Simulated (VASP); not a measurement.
Set up this calculation in VASP 6.6.1, as the native input.

```
Task                   : relaxation of cell and atoms
Functional             : PBE
Potentials or basis    : VASP PAW PBE potentials, release 64 (Ta_pv, B, N)
Cutoff                 : 600 eV
k mesh                 : 3 × 3 × 3
Occupations            : gaussian, width 0.15 eV
Spin                   : no spin polarisation
Dipole correction      : no
Further INCAR settings : ALGO = Normal; EDIFF = 1e-06; IBRION = 2; EDIFFG = -0.08; NSW = 36; ISIF = 3
```

The structure of Ta3BN3 lies in POSCAR:

```
Ta3BN3
1.0
    4.7811199500      0.0000000000      0.0000000000
    0.0000000000      4.7811199500      0.0000000000
    0.0000000000      0.0000000000      4.7811199500
Ta B N
3 1 3
Direct
    0.5000000000      0.0000000000      0.0000000000
    0.0000000000      0.5000000000      0.0000000000
    0.0000000000      0.0000000000      0.5000000000
    0.0000000000      0.0000000000      0.0000000000
    0.0000000000      0.5000000000      0.5000000000
    0.5000000000      0.0000000000      0.5000000000
    0.5000000000      0.5000000000      0.0000000000
```

The cell was generated, and may not be a known phase.

One way to write it, as run:

INCAR

```
SYSTEM = Ta3BN3
PREC = Accurate
ENCUT = 600
EDIFF = 1E-6
ISMEAR = 0
SIGMA = 0.15
LREAL = .FALSE.
LASPH = .TRUE.
NELM = 80
ALGO = Normal
ISIF = 3
LWAVE = .FALSE.
LCHARG = .FALSE.
GGA = PE
IBRION = 2
NSW = 36
EDIFFG = -0.08
```

KPOINTS

```
Automatic mesh
0
G
  3 3 3
  0 0 0
```

Potentials or basis: VASP PAW PBE potentials, release 64 (Ta_pv, B, N).

Run with:

```console
$ cat potpaw_PBE.64/Ta_pv/POTCAR potpaw_PBE.64/B/POTCAR potpaw_PBE.64/N/POTCAR > POTCAR
$ mpirun -np 1 vasp_std > vasp.out
```

Results of the run:

The relaxed volume is 11.79 Å³/atom, the relaxed cell is a = 4.354 Å, b = 4.354 Å, c = 4.354 Å, α = 90.00°, β = 90.00°, γ = 90.00° and the space group after relaxing (to 0.1 Å) is Pm-3m (No. 221). The pressure after relaxing is 0.1 GPa and the band gap on the k mesh is zero (an odd number of electrons rules out a gap without spin polarisation).

Caveat: the k points lie up to 0.48 Å⁻¹ apart in the final cell, too coarse for converged energies and pressures of a metal; the volume moved by over 15 % at a fixed basis, so the end points are rough; spin-orbit coupling is left out, which moves the levels of the heavy elements; an odd number of electrons without spin polarisation forces a metal; a magnetic or distorted state may lie lower.

Wall time 3.2 min on 1 thread of Intel Xeon 8259CL, with other jobs on the host, peak memory 0.25 GiB.
